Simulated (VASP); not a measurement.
The system is ScIn3SbP.

```
Sc In Sb P
1.0
     4.36370    0.00000    0.00000
     0.00000    4.36370    0.00000
     0.00000    0.00000    8.85397
Sc In Sb P
1 3 1 1
Cartesian
  0.0000 0.0000 4.4270
  0.0000 0.0000 6.8175
  0.0000 0.0000 2.0364
  2.1819 2.1819 4.4270
  0.0000 0.0000 0.0000
  2.1819 2.1819 0.0000
```

The cell was generated, and may not be a known phase.

| Property | Result |
| --- | --- |
| Program | VASP 6.6.1 |
| Task | relaxation of cell and atoms |
| Functional | PBE |
| Potentials or basis | VASP PAW PBE potentials, release 64 (Sc_sv, In_d, Sb, P) |
| Cutoff | 600 eV |
| k mesh | 4 × 4 × 2 |
| Occupations | gaussian, width 0.1 eV |
| Spin | no spin polarisation |

At the start: pressure 28.6 GPa; volume 28.10 Å³/atom.

Task: Where does the relaxation end?

Result: Over 24 steps the energy falls by 1984.6 meV/atom and the volume is 30.80 Å³/atom (+9.6 %); space group P4/mmm (No. 123, to 0.1 Å) before and after.

The path:
```
step  energy change (eV)  largest force (eV/Å)  pressure (GPa)  volume (Å³)
   1              0.0000               14.3148           28.56       168.60
   2             -9.5710                0.0514           -4.56       279.52
   3             -9.6811                0.0390           -4.31       274.59
   4             -9.7521                0.1137           -4.20       270.82
   5            -10.1221                0.7994           -4.11       246.96
   6            -10.3497                2.9434           -1.93       209.10
   7            -10.2618                1.6181           -3.72       232.15
   8            -10.3546                2.2902           -3.17       221.21
   9            -11.3410                1.1149           -1.73       202.59
  10            -11.4245                0.8474           -0.62       196.54
  11            -11.4254                0.8169           -0.46       195.80
  12            -11.5427                0.8343           -0.30       192.46
  13            -11.8058                0.7345            0.68       182.35
  14            -10.3310                2.8573            9.68       161.79
  15            -11.7709                0.9062            0.99       181.01
  16            -11.6427                0.1520            3.52       171.45
  17            -11.7815                0.8730            1.38       178.80
  18            -11.8677                0.4391            0.70       181.09
  19            -11.8952                0.0287            0.27       183.27
  20            -11.9058                0.0586            0.10       184.15
  21            -11.9071                0.0728            0.02       184.60
  22            -11.9071                0.0713            0.03       184.57
  23            -11.9075                0.0495            0.01       184.67
  24            -11.9078                0.0242           -0.01       184.79
```

Final structure:
```
Sc In Sb P
1.0
     3.98559    0.00000    0.00000
     0.00000    3.98559    0.00000
     0.00000    0.00000   11.63327
Sc In Sb P
1 3 1 1
Direct
  0.00000 0.00000 0.50000
  0.00000 0.00000 0.74994
  0.00000 0.00000 0.25006
  0.50000 0.50000 0.50000
  0.00000 0.00000 0.00000
  0.50000 0.50000 0.00000
```

Caveat: a cell axis changed by over 15 % at a fixed basis, so the end point is rough.
